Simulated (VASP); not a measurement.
# KCaCl3 (P4/mmm) in VASP: notebook, part 2 of 3

VASP 6.6.1.

## Step 3: Single point, LDA

This run uses another cell than the first one, of the same volume but with other edges.

File INCAR:

```
SYSTEM = KCaCl3
ALGO = Normal
EDIFF = 1E-6
ENCUT = 520
GGA = CA
ISIF = 2
ISMEAR = 0
LASPH = .True.
LCHARG = .False.
LREAL = .False.
LWAVE = .False.
NBANDS = 28
NELM = 80
PREC = Accurate
SIGMA = 0.05
```

File KPOINTS:

```
k-points
0
Gamma
  6 6 6
  0 0 0
```

File POSCAR:

```
KCaCl3
1.0
    5.2248637935      0.0000000000      0.0000000000
    0.0000000000      5.2248637935      0.0000000000
    0.0000000000      0.0000000000      5.7473501729
K Ca Cl
1 1 3
Direct
    0.0000000000      0.0000000000      0.0000000000
    0.5000000000      0.5000000000      0.5000000000
    0.0000000000      0.5000000000      0.5000000000
    0.5000000000      0.0000000000      0.5000000000
    0.5000000000      0.5000000000      0.0000000000
```

Potentials or basis: VASP PAW LDA potentials, release 64 (K_sv, Ca_sv, Cl).

Launch:

```sh
$ cat potpaw_LDA.64/K_sv/POTCAR potpaw_LDA.64/Ca_sv/POTCAR potpaw_LDA.64/Cl/POTCAR > POTCAR
$ mpirun -np 1 vasp_std > vasp.out
```

OUTCAR:

```text
SYSTEM = KCaCl3
   EDIFF = 1E-6
   ENCUT = 520
   GGA = CA
   ISIF = 2
   ISMEAR = 0
   LASPH = .True.
   LREAL = .False.
   NELM = 80
   PREC = Accurate

 ion  position               nearest neighbor table
   1  0.000  0.000  0.000-
   2  0.500  0.500  0.500-   3 2.61   4 2.61   4 2.61   3 2.61   5 2.87   5 2.87
   3  0.000  0.500  0.500-   2 2.61   2 2.61
   4  0.500  0.000  0.500-   2 2.61   2 2.61
   5  0.500  0.500  0.000-   2 2.87   2 2.87

  LATTYP: Found a simple tetragonal cell.
 ALAT       =     5.2248637935
 C/A-ratio  =     1.1000000000

  Lattice vectors:

 A1 = (   5.2248637935,   0.0000000000,   0.0000000000)
 A2 = (   0.0000000000,   5.2248637935,   0.0000000000)
 A3 = (   0.0000000000,   0.0000000000,   5.7473501729)

Analysis of symmetry for initial positions (statically):
=====================================================================
 Subroutine PRICEL returns:
 Original cell was already a primitive cell.

 Routine SETGRP: Setting up the symmetry group for a
 simple tetragonal supercell.

 Subroutine GETGRP returns: Found 16 space group operations
 (whereof 16 operations were pure point group operations)
 out of a pool of 16 trial point group operations.

The static configuration has the point symmetry D_4h.

Analysis of symmetry for dynamics (positions and initial velocities):
=====================================================================
 Subroutine PRICEL returns:
 Original cell was already a primitive cell.

 Routine SETGRP: Setting up the symmetry group for a
 simple tetragonal supercell.

 Subroutine GETGRP returns: Found 16 space group operations
 (whereof 16 operations were pure point group operations)
 out of a pool of 16 trial point group operations.

The dynamic configuration has the point symmetry D_4h.

 Subroutine INISYM returns: Found 16 space group operations
 (whereof 16 operations are pure point group operations),
 and found     1 'primitive' translations

----------------------------------------------------------------------------------------

                                     Primitive cell

  volume of cell :     156.8981

  direct lattice vectors                    reciprocal lattice vectors
     5.224863793  0.000000000  0.000000000     0.191392549  0.000000000  0.000000000
     0.000000000  5.224863793  0.000000000     0.000000000  0.191392549  0.000000000
     0.000000000  0.000000000  5.747350173     0.000000000  0.000000000  0.173993226

  length of vectors
     5.224863793  5.224863793  5.747350173     0.191392549  0.191392549  0.173993226

  position of ions in fractional coordinates (direct lattice)
     0.000000000  0.000000000  0.000000000
     0.500000000  0.500000000  0.500000000
     0.000000000  0.500000000  0.500000000
     0.500000000  0.000000000  0.500000000
     0.500000000  0.500000000  0.000000000

  ion indices of the primitive-cell ions
   primitive index   ion index
                 1           1
                 2           2
                 3           3
[... 22 lines left out ...]
     0.000000000  0.000000000  0.000000000

 Subroutine IBZKPT returns following result:
 ===========================================

 Found     40 irreducible k-points:

 Following reciprocal coordinates:
            Coordinates               Weight
  0.000000  0.000000  0.000000      1.000000
  0.166667  0.000000  0.000000      4.000000
  0.333333  0.000000  0.000000      4.000000
  0.500000  0.000000  0.000000      2.000000
  0.166667  0.166667  0.000000      4.000000
  0.333333  0.166667  0.000000      8.000000
[... 16 lines left out ...]
  0.333333  0.000000  0.333333      8.000000
  0.500000  0.000000  0.333333      4.000000
 [... further k-points ...]
   k-points           NKPTS =     40   k-points in BZ     NKDIM =     40   number of bands    NBANDS=     28
   number of dos      NEDOS =    301   number of ions     NIONS =      5
   total plane-waves  NPLWV =  76800
   dimension x,y,z NGX =    40 NGY =   40 NGZ =   48
   dimension x,y,z NGXF=    80 NGYF=   80 NGZF=   96
   ions per type =               1   1   3
   NGX,Y,Z   is equivalent  to a cutoff of  12.73, 12.73, 13.88 a.u.
   NGXF,Y,Z  is equivalent  to a cutoff of  25.45, 25.45, 27.77 a.u.
 SYSTEM =  KCaCl3
   PREC   = accura    normal or accurate (medium, high low for compatibility)
   ISTART =      0    job   : 0-new  1-cont  2-samecut
   ICHARG =      2    charge: 1-file 2-atom 10-const
   ISPIN  =      1    spin polarized calculation?
   LNONCOLLINEAR =      F non collinear calculations
   LSORBIT =      F    spin-orbit coupling
   LASPH  =      T    aspherical Exc in radial PAW
   ENCUT  =  520.0 eV  38.22 Ry    6.18 a.u.   9.71  9.71 10.69*2*pi/ulx,y,z
   NELM   =     80;   NELMIN=  2; NELMDL= -5     # of ELM steps
   EDIFF  = 0.1E-05   stopping-criterion for ELM
   LREAL  =      F    real-space projection
   EDIFFG = 0.1E-04   stopping-criterion for IOM
   NSW    =      0    number of steps for IOM
   IBRION =     -1    ionic relax: 0-MD 1-quasi-New 2-CG
   NFREE  =      0    steps in history (QN), initial steepest desc. (CG)
   ISIF   =      2    stress and relaxation
   ISYM   =      2    0-nonsym 1-usesym 2-fastsym
   POTIM  = 0.5000    time-step for ionic-motion
   TEBEG  =    0.0;   TEEND  =   0.0 temperature during run
   PSTRESS=    0.0 pullay stress
   NELECT =      40.0000    total number of electrons
   NUPDOWN=      -1.0000    fix difference up-down
   EMIN   =  10.00;   EMAX   =-10.00  energy-range for DOS
   EFERMI =   0.00;   METHOD = LEGACY
   ISMEAR =     0;   SIGMA  =   0.05  broadening in eV -4-tet -1-fermi 0-gaus
   EFERMI_NEDOS =   21; number of points for ismear=-14 and -15
   IALGO  =     38    algorithm
   IMIX   =      4    mixing-type and parameters
     AMIX     =   0.40;   BMIX     =  1.00
     AMIX_MAG =   1.60;   BMIX_MAG =  1.00
  volume/ion in A,a.u.               =      31.38       211.76
  Fermi-wavevector in a.u.,A,eV,Ry     =   1.038060  1.961648 14.661199  1.077568
  Thomas-Fermi vector in A             =   2.172526
   LORBIT       =      0    0 simple, 1 ext, 2 COOP (PROOUT), +10 PAW based schemes
   GGA     = CA    functional components
   LHFCALC =     F    Hartree Fock is set to
   AEXX    =    0.0000 exact exchange contribution
   IVDW    =     0    specifies the selected vdW correction
   LEPSILON=     F    determine dielectric tensor
   LRPA    =     F    only Hartree local field effects (RPA)
 non-spin polarized calculation
 Gauss-broadening in eV      SIGMA  =   0.05
  energy-cutoff  :      520.00
  volume of cell :      156.90
 maximum number of plane-waves:      4265
 NGX is ok and might be reduce to    40

 number of electron      40.0000003 magnetization

 Free energy of the ion-electron system (eV)
  ---------------------------------------------------
  ext. energy  EPLUGINS =         0.00000000
  ---------------------------------------------------
  free energy    TOTEN  =       -20.99445069 eV

  energy without entropy =      -20.99445069  energy(sigma->0) =      -20.99445069

 E-fermi :  -0.9560     XC(G=0):  -8.0739

 val. band max:       -1.2557797031   @ k =   0.5000   0.5000   0.5000
 cond. band min:       2.9779846929   @ k =   0.0000   0.0000   0.0000
 fundamental gap:      4.2337643960
 Fermi energy:        -0.9560272885

 k-point     1 :       0.0000    0.0000    0.0000
  band No.  band energies     occupation
      1     -38.9448      2.00000
      2     -29.3241      2.00000
      3     -20.3330      2.00000
      4     -20.3330      2.00000
      5     -20.2896      2.00000
      6     -14.1941      2.00000
[... 733 lines left out ...]
     27       6.9072      0.00000
     28       6.9869      0.00000

 [... further k-points ...]

------------------------ aborting loop because EDIFF is reached ----------------------------------------

  FORCE on cell =-STRESS in cart. coord.  units (eV):
  Direction    XX          YY          ZZ          XY          YZ          ZX
  --------------------------------------------------------------------------------------
  -------------------------------------------------------------------------------------
  Total       -1.0083383     -1.0083383     -4.3080342      0.0000000      0.0000000      0.0000000
  in kB      -10.2967277    -10.2967277    -43.9918396      0.0000000      0.0000000      0.0000000
  external PRESSURE =     -21.5284317 kB  Pullay stress =       0.0000000 kB

 VOLUME and BASIS-vectors are now :
 -----------------------------------------------------------------------------
  energy-cutoff  :      520.00
  volume of cell :      156.90
      direct lattice vectors                 reciprocal lattice vectors
     5.224863793  0.000000000  0.000000000     0.191392549  0.000000000  0.000000000
     0.000000000  5.224863793  0.000000000     0.000000000  0.191392549  0.000000000
     0.000000000  0.000000000  5.747350173     0.000000000  0.000000000  0.173993226

 POSITION                                       TOTAL-FORCE (eV/Angst)
 -----------------------------------------------------------------------------------
      0.00000      0.00000      0.00000         0.000000      0.000000      0.000000
      2.61243      2.61243      2.87368         0.000000      0.000000      0.000000
      0.00000      2.61243      2.87368         0.000000      0.000000      0.000000
      2.61243      0.00000      2.87368         0.000000      0.000000      0.000000
      2.61243      2.61243      0.00000         0.000000      0.000000      0.000000
 -----------------------------------------------------------------------------------
    total drift:                                0.000000      0.000000     -0.000000

  FREE ENERGIE OF THE ION-ELECTRON SYSTEM (eV)
  ---------------------------------------------------
  free  energy   TOTEN  =       -20.9944506917 eV

  energy  without entropy=      -20.9944506917  energy(sigma->0) =      -20.99445069
```

stdout:

```text
POSCAR found type information on POSCAR K CaCl
 POSCAR found :  3 types and       5 ions
 scaLAPACK will be used
 LDA part: xc-table for (Slater(with rela. corr.)+CA(PZ))
 , standard interpolation
 POSCAR, INCAR and KPOINTS ok, starting setup
 FFT: planning ... GRIDC
 FFT: planning ... GRID_SOFT
 FFT: planning ... GRID
 WAVECAR not read
 entering main loop
```

Run time: 76 s. Hardware: 1 thread of Intel Xeon 6975P-C (Granite Rapids), shared host; peak memory 0.33 GiB.

What came out:

- Free energy: -20.9945 eV
- Pressure: -2.2 GPa
- Band gap on the k mesh: 4.23 eV (least direct gap 4.59 eV)

Stress tensor (GPa, compression positive):
```
-1.03  0.00  0.00
 0.00 -1.03  0.00
 0.00  0.00 -4.40
```

## Step 4: Single point, LDA

This run uses another cell than the first one, of the same volume but with other edges.

File INCAR:

```
SYSTEM = KCaCl3
PREC = Accurate
ENCUT = 520
EDIFF = 1E-6
ISMEAR = 0
SIGMA = 0.05
LREAL = .False.
LASPH = .True.
NELM = 100
ALGO = Normal
ISIF = 2
LWAVE = .False.
LCHARG = .True.
GGA = CA
LELF = .True.
LVHAR = .True.
NBANDS = 28
```

File KPOINTS:

```
regular mesh
0
Gamma
  6 6 6
  0 0 0
```

POSCAR: that of step 3 with these lines changed.

```diff
@@ -2,5 +2,5 @@
 1.0
-    5.2248637935      0.0000000000      0.0000000000
-    0.0000000000      5.2248637935      0.0000000000
-    0.0000000000      0.0000000000      5.7473501729
+    6.2263674853      0.0000000000      0.0000000000
+    0.0000000000      6.2263674853      0.0000000000
+    0.0000000000      0.0000000000      4.0471388655
 K Ca Cl
```

Launch:

```sh
$ cat potpaw_LDA.64/K_sv/POTCAR potpaw_LDA.64/Ca_sv/POTCAR potpaw_LDA.64/Cl/POTCAR > POTCAR
$ mpirun -np 1 vasp_std > vasp.out
```

It took 70 s on 1 thread of Intel Xeon 6975P-C (Granite Rapids), shared host; peak memory 0.31 GiB.

It converged, with:

- Free energy: -16.0201 eV
- Pressure: 10.2 GPa
- Band gap on the k mesh: 2.66 eV

Stress tensor (GPa, compression positive):
```
-6.28  0.00  0.00
 0.00 -6.28  0.00
 0.00  0.00 43.02
```

Levels at points of the mesh, in eV from the valence-band top:
| k point | band 16 | band 17 | band 18 | band 19 | band 20 | band 21 | band 22 | band 23 | band 24 | band 25 |
| --- | --- | --- | --- | --- | --- | --- | --- | --- | --- | --- |
| (0.00, 0.00, 0.00) | -1.20 | -1.20 | -0.94 | -0.71 | 0.00 | 2.66 | 4.03 | 4.03 | 4.16 | 4.54 |
| (0.50, 0.00, 0.00) | -1.59 | -1.27 | -0.85 | -0.81 | -0.07 | 4.04 | 4.09 | 4.21 | 4.28 | 4.90 |
| (0.50, 0.50, 0.00) | -1.74 | -1.23 | -0.83 | -0.83 | -0.16 | 4.29 | 4.29 | 4.98 | 5.51 | 5.64 |
| (0.00, 0.00, 0.50) | -1.82 | -1.82 | -1.63 | -1.27 | -1.27 | 4.46 | 5.15 | 5.86 | 6.28 | 6.37 |
| (0.50, 0.00, 0.50) | -1.68 | -1.63 | -1.51 | -1.44 | -1.40 | 5.20 | 5.56 | 5.98 | 6.30 | 6.50 |
| (0.50, 0.50, 0.50) | -1.80 | -1.59 | -1.35 | -1.35 | -1.08 | 5.05 | 5.70 | 5.70 | 5.79 | 6.03 |

Caveat: the stress differs along the axes, from -6 to 43 GPa.

(Part 2 of 3 ends here.)
